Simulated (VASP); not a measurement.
Runs of VASP 6.6.1 on Cu. The structure is that of space group Fm-3m (No. 225), or close to it. The cells are those of the table. The cell was built from a structure type or drawn by symmetry, and may not be a known phase.

| task | level | cell | cutoff (eV) | gap on the mesh (eV) | pressure (GPa) |
| --- | --- | --- | --- | --- | --- |
| single point | PBE | a = 2.567 Å, angles 60.0°, 1 atom | 520 | none | (b) |
| single point | PBE | a = 2.460 Å, angles 60.0°, 1 atom | 520 | none | 25.4 |
| single point | PBE | a = 2.514 Å, angles 60.0°, 1 atom | 520 | none | 10.7 |
| single point | PBE | a = 2.649 Å, angles 60.0°, 1 atom | 520 | none | -9.5 |
| single point | PBE | a = 2.617 Å, angles 60.0°, 1 atom | 520 | none | -6.6 |
| relaxation of cell and atoms | PBE | relaxed from a = 2.571 Å, angles 60.0°, 1 atom | 600 | none | 0.1 |
| single point | r2SCAN | a = 2.567 Å, angles 60.0°, 1 atom | 520 | none | (a) |
| single point | PBE | a = 2.487 Å, angles 60.0°, 1 atom | 520 | none | (c) |
| single point | PBE | a = 2.592 Å, angles 60.0°, 1 atom | 520 | none | -3.3 |
| single point | PBE | a = 2.541 Å, angles 60.0°, 1 atom | 520 | none | 5.0 |

Alike in all rows: potentials or basis VASP PAW PBE potentials, release 64 (Cu); no spin polarisation; k mesh 26 × 26 × 26; smearing gaussian 0.1 eV.

Fill in the values left out.

(a) -5.8; (b) 0.6; (c) 17.4.

Caveats: the cell stands under pressure (at least some runs); the cell stands under tension (at least some runs); the relaxation stopped at its first step, so nothing moved (at least some runs); the PAW data sets were made with another functional, which shifts forces and pressure a little (at least some runs).

A gap of «none» marks levels without a gap at the run's occupations.
